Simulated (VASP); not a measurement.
Crystal: InSe.

```
CELL_PARAMETERS angstrom
3.35732 0.00000 0.00000
0.00000 3.35732 0.00000
0.00000 0.00000 4.21812
ATOMIC_POSITIONS crystal
In 0.50000 0.50000 0.50000
Se 0.00000 0.00000 0.00000
```

- Program: VASP 6.6.1
- Task: relaxation of cell and atoms
- Functional: PBE
- Potentials or basis: VASP PAW PBE potentials, release 64 (In_d, Se)
- Cutoff: 600 eV
- k mesh: 16 × 16 × 14
- Occupations: gaussian, width 0.1 eV
- Spin: no spin polarisation

At the start: pressure 2.5 GPa; volume 23.77 Å³/atom.

Task: How do energy, volume and symmetry change on relaxing?

Result: Over 13 steps the energy falls by 175.1 meV/atom and the volume is 23.96 Å³/atom (+0.8 %); space group Pm-3m (No. 221, to 0.05 Å).

Step by step:
```
step  energy change (eV)  largest force (eV/Å)  pressure (GPa)  volume (Å³)
   1              0.0000                0.0000            2.48        47.54
   2             -0.1442                0.0000           -0.69        50.05
   3             -0.2388                0.0000           -4.14        53.83
   4             -0.2980                0.0000           -3.45        52.23
   5             -0.3014                0.0000           -3.15        51.84
   6             -0.3425                0.0000           -1.29        49.30
   7             -0.3497                0.0000           -0.05        47.99
   8             -0.3498                0.0000            0.10        47.81
   9             -0.3498                0.0000            0.21        47.73
  10             -0.3502                0.0000            0.15        47.78
  11             -0.3502                0.0000            0.14        47.80
  12             -0.3502                0.0000            0.12        47.81
  13             -0.3503                0.0000            0.01        47.92
```

Final structure:
```cif
data_structure
_symmetry_space_group_name_H-M 'P 1'
_symmetry_Int_Tables_number 1
_cell_length_a 3.6326
_cell_length_b 3.6326
_cell_length_c 3.6312
_cell_angle_alpha 90.000
_cell_angle_beta 90.000
_cell_angle_gamma 90.000
_cell_volume 47.92
loop_
_atom_site_label
_atom_site_type_symbol
_atom_site_fract_x
_atom_site_fract_y
_atom_site_fract_z
_atom_site_occupancy
In1 In 0.50000 0.50000 0.50000 1
Se1 Se 0.00000 0.00000 0.00000 1
```
